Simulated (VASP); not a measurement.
# PbO (Cmmm) in VASP: single point with HSE06

Aim: the single point of PbO with HSE06.

All numbers are computed with VASP 6.6.1; they aren't measurements. Logs are shortened: lines on timing, memory, paths and dates and some standing lists are left out, and cuts for length are marked.

**1. The cell of the first run**

The structure is orthorhombic, space group Cmmm (No. 65). Conventional cell: a = 4.367 Å, b = 4.625 Å, c = 3.179 Å, α = 90.00°, β = 90.00°, γ = 90.00°. Within 3.6 Å of Pb (site symmetry mmm) lie 8 O at 2.70 to 2.81 Å and 6 Pb at 3.18 Å. O (site symmetry mmm) has 8 Pb at 2.70 to 2.81 Å and 6 O at 3.18 Å within 3.6 Å.

**2. Single point, HSE06 (shear xy strain -5.7%)**

File POSCAR:

```
PbO
1.0
    3.1793716484     -0.0910889977      0.0000000000
   -0.0910889977      3.1793716484      0.0000000000
    0.0000000000      0.0000000000      3.1793716484
Pb O
1 1
Direct
    0.0000000000      0.0000000000      0.0000000000
    0.5000000000      0.5000000000      0.5000000000
```

File INCAR.step1:

```
SYSTEM = PbO
PREC = Accurate
ENCUT = 520
EDIFF = 1E-5
ISMEAR = -1
SIGMA = 0.02
LREAL = .False.
LASPH = .True.
NELM = 60
ALGO = Normal
ISIF = 2
LWAVE = .True.
LCHARG = .False.
NBANDS = 17
GGA = PE
KPAR = 2
```

File INCAR.step2:

```
SYSTEM = PbO
PREC = Accurate
ENCUT = 520
EDIFF = 1E-6
ISMEAR = -1
SIGMA = 0.02
LREAL = .False.
LASPH = .True.
NELM = 60
ALGO = Normal
ISIF = 2
LWAVE = .False.
LCHARG = .False.
GGA = PE
LHFCALC = .True.
HFSCREEN = 0.2079
PRECFOCK = Normal
NBANDS = 17
ISTART = 1
KPAR = 2
```

File KPOINTS:

```
regular mesh
0
Gamma
  6 6 6
  0 0 0
```

Potentials or basis: VASP PAW PBE potentials, release 64 (Pb_d, O).

On the command line:

```bash
> cat potpaw_PBE.64/Pb_d/POTCAR potpaw_PBE.64/O/POTCAR > POTCAR
> cp INCAR.step1 INCAR
> mpirun -np 2 vasp_std > vasp.out
> cp INCAR.step2 INCAR
> mpirun -np 2 vasp_std > vasp.out
```

OUTCAR:

```text
SYSTEM = PbO
   PREC = Accurate
   ENCUT = 520
   EDIFF = 1E-6
   ISMEAR = -1
   LREAL = .False.
   LASPH = .True.
   NELM = 60
   ISIF = 2
   GGA = PE
   LHFCALC = .True.
   HFSCREEN = 0.2079
   PRECFOCK = Normal
   ISTART = 1

 ion  position               nearest neighbor table
   1  0.000  0.000  0.000-   2 2.70   2 2.70   2 2.70   2 2.70   2 2.81   2 2.81   2 2.81   2 2.81

   2  0.500  0.500  0.500-   1 2.70   1 2.70   1 2.70   1 2.70   1 2.81   1 2.81   1 2.81   1 2.81

  LATTYP: Found a base centered orthorhombic cell.
 ALAT       =     4.3674912091
 B/A-ratio  =     1.0589900654
 C/A-ratio  =     0.7279629188

  Lattice vectors:

 A1 = (   3.1793716484,  -0.0910889977,   0.0000000000)
 A2 = (  -0.0910889977,   3.1793716484,   0.0000000000)
 A3 = (   0.0000000000,   0.0000000000,   3.1793716484)

Analysis of symmetry for initial positions (statically):
=====================================================================
 Subroutine PRICEL returns:
 Original cell was already a primitive cell.

 Routine SETGRP: Setting up the symmetry group for a
 base centered orthorhombic supercell.

 Subroutine GETGRP returns: Found  8 space group operations
 (whereof  8 operations were pure point group operations)
 out of a pool of  8 trial point group operations.

The static configuration has the point symmetry D_2h.

Analysis of symmetry for dynamics (positions and initial velocities):
=====================================================================
 Subroutine PRICEL returns:
 Original cell was already a primitive cell.

 Routine SETGRP: Setting up the symmetry group for a
 base centered orthorhombic supercell.

 Subroutine GETGRP returns: Found  8 space group operations
 (whereof  8 operations were pure point group operations)
 out of a pool of  8 trial point group operations.

The dynamic configuration has the point symmetry D_2h.

 Subroutine INISYM returns: Found  8 space group operations
 (whereof  8 operations are pure point group operations),
 and found     1 'primitive' translations

----------------------------------------------------------------------------------------

                                     Primitive cell

  volume of cell :      32.1120

  direct lattice vectors                    reciprocal lattice vectors
     3.179371648 -0.091088998  0.000000000     0.314785941  0.009018617  0.000000000
    -0.091088998  3.179371648  0.000000000     0.009018617  0.314785941  0.000000000
     0.000000000  0.000000000  3.179371648     0.000000000  0.000000000  0.314527558

  length of vectors
     3.180676231  3.180676231  3.179371648     0.314915106  0.314915106  0.314527558

  position of ions in fractional coordinates (direct lattice)
     0.000000000  0.000000000  0.000000000
     0.500000000  0.500000000  0.500000000

  ion indices of the primitive-cell ions
   primitive index   ion index
                 1           1
                 2           2

----------------------------------------------------------------------------------------

 KPOINTS: regular mesh

Automatic generation of k-mesh.
 Grid dimensions read from file:
 generate k-points for:    6    6    6

 Generating k-lattice:

  Cartesian coordinates                     Fractional coordinates (reciprocal lattice)
     0.052464324  0.001503103  0.000000000     0.166666667  0.000000000  0.000000000
     0.001503103  0.052464324  0.000000000     0.000000000  0.166666667  0.000000000
     0.000000000  0.000000000  0.052421260     0.000000000  0.000000000  0.166666667

  Length of vectors
     0.052485851  0.052485851  0.052421260

  Shift w.r.t. Gamma in fractional coordinates (k-lattice)
     0.000000000  0.000000000  0.000000000

 Subroutine IBZKPT returns following result:
 ===========================================

 Found     52 irreducible k-points:

 Following reciprocal coordinates:
            Coordinates               Weight
  0.000000  0.000000  0.000000      1.000000
  0.166667 -0.000000  0.000000      4.000000
  0.333333 -0.000000  0.000000      4.000000
  0.500000  0.000000  0.000000      2.000000
  0.166667  0.166667  0.000000      2.000000
  0.333333  0.166667  0.000000      4.000000
[... 16 lines left out ...]
  0.333333  0.333333  0.166667      4.000000
  0.500000  0.333333  0.166667      8.000000
 [... further k-points ...]
   k-points           NKPTS =     52   k-points in BZ     NKDIM =    216   number of bands    NBANDS=     17
   number of dos      NEDOS =    301   number of ions     NIONS =      2
   total plane-waves  NPLWV =  13824
   dimension x,y,z NGX =    24 NGY =   24 NGZ =   24
   dimension x,y,z NGXF=    48 NGYF=   48 NGZF=   48
   ions per type =               1   1
   NGX,Y,Z   is equivalent  to a cutoff of  12.54, 12.54, 12.55 a.u.
   NGXF,Y,Z  is equivalent  to a cutoff of  25.09, 25.09, 25.10 a.u.
 SYSTEM =  PbO
   PREC   = accura    normal or accurate (medium, high low for compatibility)
   ISTART =      1    job   : 0-new  1-cont  2-samecut
   ICHARG =      0    charge: 1-file 2-atom 10-const
   ISPIN  =      1    spin polarized calculation?
   LNONCOLLINEAR =      F non collinear calculations
   LSORBIT =      F    spin-orbit coupling
   LASPH  =      T    aspherical Exc in radial PAW
   ENCUT  =  520.0 eV  38.22 Ry    6.18 a.u.   5.91  5.91  5.91*2*pi/ulx,y,z
   NELM   =     60;   NELMIN=  2; NELMDL=  0     # of ELM steps
   EDIFF  = 0.1E-05   stopping-criterion for ELM
   LREAL  =      F    real-space projection
   EDIFFG = 0.1E-04   stopping-criterion for IOM
   NSW    =      0    number of steps for IOM
   IBRION =     -1    ionic relax: 0-MD 1-quasi-New 2-CG
   NFREE  =      0    steps in history (QN), initial steepest desc. (CG)
   ISIF   =      2    stress and relaxation
   ISYM   =      3    0-nonsym 1-usesym 2-fastsym
   POTIM  = 0.5000    time-step for ionic-motion
   TEBEG  =    0.0;   TEEND  =   0.0 temperature during run
   PSTRESS=    0.0 pullay stress
   NELECT =      20.0000    total number of electrons
   NUPDOWN=      -1.0000    fix difference up-down
   EMIN   =  10.00;   EMAX   =-10.00  energy-range for DOS
   EFERMI =   0.00;   METHOD = LEGACY
   ISMEAR =    -1;   SIGMA  =   0.02  broadening in eV -4-tet -1-fermi 0-gaus
   EFERMI_NEDOS =   21; number of points for ismear=-14 and -15
   IALGO  =     38    algorithm
   IMIX   =      1    mixing-type and parameters
     AMIX     =   0.40;   BMIX     =  1.00
     AMIX_MAG =   1.60;   BMIX_MAG =  1.00
  volume/ion in A,a.u.               =      16.06       108.35
  Fermi-wavevector in a.u.,A,eV,Ry     =   1.398071  2.641970 26.593963  1.954601
  Thomas-Fermi vector in A             =   2.521265
   LORBIT       =      0    0 simple, 1 ext, 2 COOP (PROOUT), +10 PAW based schemes
   GGA     = PE    functional components
   LHFCALC =     T    Hartree Fock is set to
   PRECFOCK=normal    Normal, Fast or Accurate (Low or Medium for compatibility)
   ENCUT4O =  -1.0   cutoff for four orbital integrals eV
   NKREDX  =     1    reduce k-point grid by
   NKREDY  =     1    reduce k-point grid by
   NKREDZ  =     1    reduce k-point grid by
   AEXX    =    0.2500 exact exchange contribution
   HFSCREEN=    0.2079 screening length (either q_TF or 0.3 A-1)
   HFSCREENC=   0.2079 screening length for correlation (either q_TF or 0.3 A-1)
   ENCUTFOCK=  -1.0 apply spherical cutoff to Coloumb kernel
   IVDW    =     0    specifies the selected vdW correction
   LEPSILON=     F    determine dielectric tensor
   LRPA    =     F    only Hartree local field effects (RPA)
 non-spin polarized calculation
  energy-cutoff  :      520.00
  volume of cell :       32.11
 maximum number of plane-waves:       880
  NGX = 18; NGY = 18; NGZ = 18

 number of electron      19.9999997 magnetization

 Free energy of the ion-electron system (eV)
  ---------------------------------------------------
  ext. energy  EPLUGINS =         0.00000000
  ---------------------------------------------------
  free energy    TOTEN  =       -11.99937268 eV

  energy without entropy =      -11.99936867  energy(sigma->0) =      -11.99937068

 E-fermi :   6.9870     XC(G=0):  -9.3005

 val. band max:        6.8437569365   @ k =   0.0000   0.0000   0.5000
 cond. band min:       7.1342118635   @ k =   0.0000   0.0000   0.5000
 fundamental gap:      0.2904549270
 Fermi energy:         6.9870081666

 k-point     1 :       0.0000    0.0000    0.0000
  band No.  band energies     occupation
      1     -12.5556      2.00000
      2     -11.7472      2.00000
      3     -11.7436      2.00000
      4     -11.0554      2.00000
      5     -11.0399      2.00000
      6     -11.0255      2.00000
[... 9 lines left out ...]
     16      25.5702      0.00000
     17      26.4617      0.00000

 k-point     2 :       0.1667   -0.0000    0.0000
  band No.  band energies     occupation
      1     -12.3850      2.00000
      2     -11.7375      2.00000
      3     -11.6218      2.00000
      4     -11.0955      2.00000
      5     -11.0899      2.00000
      6     -11.0328      2.00000
[... 9 lines left out ...]
     16      24.8143      0.00000
     17      26.5348      0.00000

 k-point     3 :       0.3333   -0.0000    0.0000
  band No.  band energies     occupation
      1     -12.0095      2.00000
      2     -11.7205      2.00000
      3     -11.3855      2.00000
      4     -11.1935      2.00000
      5     -11.1872      2.00000
      6     -11.0274      2.00000
[... 9 lines left out ...]
     16      22.8504      0.00000
     17      26.5023      0.00000

 k-point     4 :       0.5000    0.0000    0.0000
  band No.  band energies     occupation
      1     -11.7913      2.00000
      2     -11.7124      2.00000
      3     -11.2886      2.00000
      4     -11.2424      2.00000
      5     -11.2301      2.00000
      6     -11.0238      2.00000
[... 9 lines left out ...]
     16      25.0489      0.00000
     17      25.3352      0.00000
[... 343 lines left out ...]
      1     -12.2418      2.00000
      2     -11.5427      2.00000
      3     -11.5389      2.00000
      4     -11.1495      2.00000
      5     -11.1213      2.00000
      6     -10.9881      2.00000
[... 9 lines left out ...]
     16      24.2198      0.00000
     17      24.8697      0.00000

 k-point    23 :       0.3333    0.3333    0.1667
  band No.  band energies     occupation
      1     -12.2026      2.00000
      2     -11.3981      2.00000
      3     -11.2511      2.00000
      4     -11.2507      2.00000
      5     -11.1133      2.00000
      6     -10.5601      2.00000
[... 9 lines left out ...]
     16      23.6875      0.00000
     17      25.8735      0.00000

 k-point    24 :       0.5000    0.3333    0.1667
  band No.  band energies     occupation
      1     -12.2593      2.00000
      2     -11.3689      2.00000
      3     -11.3040      2.00000
      4     -11.2199      2.00000
      5     -10.9896      2.00000
      6     -10.4691      2.00000
[... 9 lines left out ...]
     16      23.3259      0.00000
     17      26.3953      0.00000

 [... further k-points ...]

------------------------ aborting loop because EDIFF is reached ----------------------------------------

  FORCE on cell =-STRESS in cart. coord.  units (eV):
  Direction    XX          YY          ZZ          XY          YZ          ZX
  --------------------------------------------------------------------------------------
  -------------------------------------------------------------------------------------
  Total       -0.1029538     -0.1029538     -0.1002698     -0.0413557      0.0000000      0.0000000
  in kB       -5.1367153     -5.1367153     -5.0028012     -2.0633782      0.0000000      0.0000000
  external PRESSURE =      -5.0920773 kB  Pullay stress =       0.0000000 kB

 VOLUME and BASIS-vectors are now :
 -----------------------------------------------------------------------------
  energy-cutoff  :      520.00
  volume of cell :       32.11
      direct lattice vectors                 reciprocal lattice vectors
     3.179371648 -0.091088998  0.000000000     0.314785941  0.009018617  0.000000000
    -0.091088998  3.179371648  0.000000000     0.009018617  0.314785941  0.000000000
     0.000000000  0.000000000  3.179371648     0.000000000  0.000000000  0.314527558

 POSITION                                       TOTAL-FORCE (eV/Angst)
 -----------------------------------------------------------------------------------
      0.00000      0.00000      0.00000        -0.000000      0.000000      0.000000
      1.54414      1.54414      1.58969         0.000000     -0.000000      0.000000
 -----------------------------------------------------------------------------------
    total drift:                               -0.000000     -0.000002     -0.000001

  FREE ENERGIE OF THE ION-ELECTRON SYSTEM (eV)
  ---------------------------------------------------
  free  energy   TOTEN  =       -11.9993726830 eV

  energy  without entropy=      -11.9993686693  energy(sigma->0) =      -11.99937068
```

Wall time 30 min (2 MPI ranks of Intel Xeon Platinum 8488C (Sapphire Rapids), shared host); peak memory 0.26 GiB.

Results:

```yaml
Free_energy: -11.9994 eV
Pressure: -0.5 GPa
Band_gap_on_the_k_mesh: 0.29 eV
```

Caveat: the cell differs from its parent crystal (shear xy strain -5.7%); the structure was generated, so it needn't be the stable form of PbO; the PAW data sets were made with another functional, which shifts forces and pressure a little; spin-orbit coupling is left out, which moves the levels of the heavy elements. A k mesh can miss the band edges.
